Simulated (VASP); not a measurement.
# BAs (F-43m) in VASP: notebook, part 2 of 2

VASP 6.6.1. Earlier steps stand in the parts before.

## Step 3: Relaxation of cell and atoms, PBEsol, target pressure 4 GPa, at which the enthalpy is minimised

This run uses another cell than the first one, of 13.55 Å³/atom, 1.027 times its volume.

INCAR

```
SYSTEM = BAs
  ALGO = Normal
  EDIFF = 1E-7
  EDIFFG = -0.001
  ENCUT = 500
  GGA = PS
  GGA_COMPAT = .False.
  IBRION = 2
  ISIF = 3
  ISMEAR = 0
  LASPH = .True.
  LCHARG = .False.
  LREAL = .False.
  LWAVE = .False.
  NELM = 120
  NELMIN = 4
  NSW = 80
  PREC = Accurate
  PSTRESS = 40.0
  SIGMA = 0.01
```

KPOINTS

```
k-points
0
Gamma
  10 10 10
  0 0 0
```

POSCAR

```
BAs
1.0
    0.0000000000      2.3839379056      2.3839379056
    2.3839379056      0.0000000000      2.3839379056
    2.3839379056      2.3839379056      0.0000000000
B As
1 1
Direct
    0.0000000000      0.0000000000      0.0000000000
    0.7500000000      0.7500000000      0.7500000000
```

Potentials or basis: VASP PAW PBE potentials, release 64 (B, As).

Run with:

```
$ cat potpaw_PBE.64/B/POTCAR potpaw_PBE.64/As/POTCAR > POTCAR
$ mpirun -np 1 vasp_std > vasp.out
```

Run time: 34 s. Hardware: 1 thread of Intel Xeon Platinum 8375C at 2.90GHz (Ice Lake), shared host; peak memory 0.17 GiB.

The run converged. Its results:

* Free energy: -12.1948 eV
* Relaxed volume: 13.27 Å³/atom
* Relaxed cell: a = 3.348 Å, b = 3.348 Å, c = 3.348 Å, α = 60.00°, β = 60.00°, γ = 60.00°
* Space group after relaxing (to 0.05 Å): F-43m (No. 216)
* Energy change on relaxing (the enthalpy is what falls): +4.2 meV/atom
* Ionic steps: 3
* Pressure after relaxing: 4.0 GPa
* Band gap on the k mesh: 1.05 eV, indirect (least direct gap 3.27 eV)

The path:
```
step  energy change (eV)  largest force (eV/Å)  pressure (GPa)  volume (Å³)
   1              0.0000                0.0000            0.88        27.10
   2              0.0241                0.0000            6.88        26.08
   3              0.0083                0.0000            4.00        26.54
```

Final structure:
```xyz
2
Lattice="0.0000 2.3675 2.3675 2.3675 0.0000 2.3675 2.3675 2.3675 0.0000" Properties=species:S:1:pos:R:3 pbc="T T T"
B     0.0000    0.0000    0.0000
As    3.5513    3.5513    3.5513
```

Levels at points of the mesh, in eV from the valence-band top:
```
           k point  band 1  band 2  band 3  band 4  band 5  band 6  band 7  band 8
(0.00, 0.00, 0.00)  -15.68    0.00    0.00    0.00    3.27    3.27    3.27    5.02
(0.50, 0.00, 0.00)  -12.70   -9.03   -1.88   -1.88    2.81    4.76    4.76    8.75
(0.50, 0.50, 0.00)  -11.35   -8.68   -4.22   -4.22    1.29    1.30   11.60   11.60
```

Caveat: the cell is relaxed towards a set pressure, so the enthalpy falls and the energy may rise; the PAW data sets were made with another functional, which shifts forces and pressure a little. A hybrid or GW would open this gap; PBEsol tends to underestimate it.

## Step 4: Single point, PBEsol

This run uses another cell than the first one, of 13.02 Å³/atom, 0.987 times its volume.

INCAR

```
PREC     = Accurate       # precision mode
ENCUT    = 520            # plane-wave cutoff, eV
EDIFF    = 1E-7           # SCF threshold, eV
ISMEAR   = 0              # smearing method
SIGMA    = 0.01           # smearing width, eV
LREAL    = False          # projectors in reciprocal space
LASPH    = True           # aspherical terms in the spheres
NELM     = 100            # most SCF steps
ALGO     = Normal         # electronic algorithm
ISIF     = 2              # what is computed and relaxed
LWAVE    = False          # write WAVECAR
LCHARG   = False          # write CHGCAR
GGA      = PS             # functional
NBANDS   = 11             # bands
```

KPOINTS

```
regular mesh
0
Gamma
  10 10 10
```

POSCAR

```
BAs
1.0
    0.0000000000      2.3528053350      2.3528053350
    2.3528053350      0.0000000000      2.3528053350
    2.3528053350      2.3528053350      0.0000000000
B As
1 1
Direct
    0.0000000000      0.0000000000      0.0000000000
    0.7500000000      0.7500000000      0.7500000000
```

Run with:

```
$ cat potpaw_PBE.64/B/POTCAR potpaw_PBE.64/As/POTCAR > POTCAR
$ mpirun -np 1 vasp_std > vasp.out
```

Wall time 27 s (1 thread of AMD EPYC 7R13, shared host); peak memory 0.13 GiB.

The run converged. Its results:

| Quantity | Value |
| --- | --- |
| Free energy | -12.1779 eV |
| Pressure | 7.0 GPa |
| Band gap on the k mesh | 1.03 eV, indirect (least direct gap 3.30 eV) |

Levels at points of the mesh, in eV from the valence-band top:
```tsv
k point	band 1	band 2	band 3	band 4	band 5	band 6	band 7	band 8	band 9
(0.00, 0.00, 0.00)	-15.86	0.00	0.00	0.00	3.30	3.30	3.30	5.26	9.57
(0.50, 0.00, 0.00)	-12.81	-9.17	-1.91	-1.91	2.92	4.78	4.78	8.79	12.90
(0.50, 0.50, 0.00)	-11.42	-8.79	-4.30	-4.30	1.27	1.28	11.78	11.78	13.19
```

Caveat: the PAW data sets were made with another functional, which shifts forces and pressure a little. A k mesh can miss the band edges.

## Step 5: Relaxation of cell and atoms, PBEsol, target pressure 6 GPa, at which the enthalpy is minimised

This run uses another cell than the first one, of 13.55 Å³/atom, 1.027 times its volume.

INCAR

```
ALGO = Normal
EDIFF = 1E-6
EDIFFG = -0.001
ENCUT = 600
GGA = PS
IBRION = 2
ISIF = 3
ISMEAR = 0
LASPH = True
LCHARG = False
LREAL = False
LWAVE = False
NELM = 60
NSW = 80
PREC = Accurate
PSTRESS = 60.0
SIGMA = 0.01
```

KPOINTS

```
k-points
0
Gamma
  10 10 10
```

POSCAR

```
BAs
1.0
    0.0000000000      2.3839379056      2.3839379056
    2.3839379056      0.0000000000      2.3839379056
    2.3839379056      2.3839379056      0.0000000000
B As
1 1
Direct
    0.0000000000      0.0000000000      0.0000000000
    0.7500000000      0.7500000000      0.7500000000
```

Run with:

```
$ cat potpaw_PBE.64/B/POTCAR potpaw_PBE.64/As/POTCAR > POTCAR
$ mpirun -np 1 vasp_std > vasp.out
```

Run time: 60 s. Hardware: 1 thread of AMD EPYC 7R13, shared host; peak memory 0.14 GiB.

The run converged. Its results:

* Free energy: -12.1856 eV
* Relaxed volume: 13.10 Å³/atom
* Relaxed cell: a = 3.334 Å, b = 3.334 Å, c = 3.334 Å, α = 60.00°, β = 60.00°, γ = 60.00°
* Space group after relaxing (to 0.05 Å): F-43m (No. 216)
* Energy change on relaxing (the enthalpy is what falls): +9.3 meV/atom
* Ionic steps: 7
* Pressure after relaxing: 6.0 GPa
* Band gap on the k mesh: 1.04 eV, indirect (least direct gap 3.29 eV)

Step by step:
| step | energy change (eV) | largest force (eV/Å) | pressure (GPa) | volume (Å³) |
| --- | --- | --- | --- | --- |
| 1 | 0.0000 | 0.0000 | 0.87 | 27.10 |
| 2 | 0.0604 | 0.0000 | 11.30 | 25.43 |
| 3 | 0.0185 | 0.0000 | 5.98 | 26.21 |
| 4 | 0.0191 | 0.0000 | 6.09 | 26.20 |
| 5 | 0.0182 | 0.0000 | 5.94 | 26.22 |
| 6 | 0.0186 | 0.0000 | 5.97 | 26.21 |
| 7 | 0.0187 | 0.0000 | 6.01 | 26.21 |

Final structure:
```xyz
2
Lattice="0.0000 2.3576 2.3576 2.3576 0.0000 2.3576 2.3576 2.3576 0.0000" Properties=species:S:1:pos:R:3 pbc="T T T"
B     0.0000    0.0000    0.0000
As    3.5364    3.5364    3.5364
```

Levels at points of the mesh, in eV from the valence-band top:
| k point | band 2 | band 3 | band 4 | band 5 | band 6 | band 7 |
| --- | --- | --- | --- | --- | --- | --- |
| (0.00, 0.00, 0.00) | 0.00 | 0.00 | 0.00 | 3.29 | 3.29 | 3.29 |
| (0.50, 0.00, 0.00) | -9.13 | -1.90 | -1.90 | 2.89 | 4.77 | 4.77 |
| (0.50, 0.50, 0.00) | -8.76 | -4.27 | -4.27 | 1.28 | 1.29 | 11.72 |

Caveat: the cell is relaxed towards a set pressure, so the enthalpy falls and the energy may rise; the PAW data sets were made with another functional, which shifts forces and pressure a little. A k mesh can miss the band edges.

## Step 6: Single point, PBEsol (volume scaled by 0.98)

INCAR

```
PREC = Accurate
ENCUT = 520
EDIFF = 1E-6
ISMEAR = 0
SIGMA = 0.01
LREAL = False
LASPH = True
NELM = 80
ALGO = Normal
ISIF = 2
LWAVE = False
LCHARG = False
GGA = PS
NBANDS = 11
```

KPOINTS

```
regular mesh
0
Gamma
  10 10 10
```

POSCAR

```
BAs
1.0
    0.0000000000      2.3679378344      2.3679378344
    2.3679378344      0.0000000000      2.3679378344
    2.3679378344      2.3679378344      0.0000000000
B As
1 1
Direct
    0.0000000000      0.0000000000      0.0000000000
    0.7500000000      0.7500000000      0.7500000000
```

Potentials or basis: VASP PAW PBE potentials, release 64 (B, As).

Run with:

```
$ cat potpaw_PBE.64/B/POTCAR potpaw_PBE.64/As/POTCAR > POTCAR
$ mpirun -np 1 vasp_std > vasp.out
```

It took 7.4 s on 1 thread of Intel Xeon 6975P-C (Granite Rapids), shared host; peak memory 0.16 GiB.

Results (log left out):

```yaml
Free_energy: -12.1952 eV
Pressure: 3.9 GPa
Band_gap_on_the_k_mesh: 1.05 eV, indirect (least direct gap 3.27 eV)
```

Levels at points of the mesh, in eV from the valence-band top:
| k point | band 1 | band 2 | band 3 | band 4 | band 5 | band 6 | band 7 | band 8 |
| --- | --- | --- | --- | --- | --- | --- | --- | --- |
| (0.00, 0.00, 0.00) | -15.68 | 0.00 | 0.00 | 0.00 | 3.27 | 3.27 | 3.27 | 5.01 |
| (0.50, 0.00, 0.00) | -12.70 | -9.03 | -1.87 | -1.87 | 2.81 | 4.76 | 4.76 | 8.75 |
| (0.50, 0.50, 0.00) | -11.35 | -8.68 | -4.22 | -4.22 | 1.29 | 1.30 | 11.59 | 11.59 |

Caveat: the cell differs from its parent crystal (volume scaled by 0.98); the PAW data sets were made with another functional, which shifts forces and pressure a little. A k mesh can miss the band edges.

## Step 7: Overview

```csv
task,cell,cutoff (eV),gap on the mesh (eV),pressure (GPa)
single point,"a = 3.341 Å, angles 60.0°, 2 atoms",500,1.04,5.0
relaxation of cell and atoms,"relaxed to 4 GPa from a = 3.371 Å, angles 60.0°, 2 atoms",500,1.05,4.0
single point,"a = 3.327 Å, angles 60.0°, 2 atoms",520,1.03,7.0
relaxation of cell and atoms,"relaxed to 6 GPa from a = 3.371 Å, angles 60.0°, 2 atoms",600,1.04,6.0
single point,"a = 3.349 Å, angles 60.0°, 2 atoms",520,1.05,3.9
```

Alike in all rows: level PBEsol; potentials or basis VASP PAW PBE potentials, release 64 (B, As); no spin polarisation; k mesh 10 × 10 × 10; smearing gaussian 0.01 eV.

Caveats: the PAW data sets were made with another functional, which shifts forces and pressure a little; the cell is relaxed towards a set pressure, so the enthalpy falls and the energy may rise (some runs).

Total energies depend on the potentials used, so only differences within one code and one set of settings carry meaning.
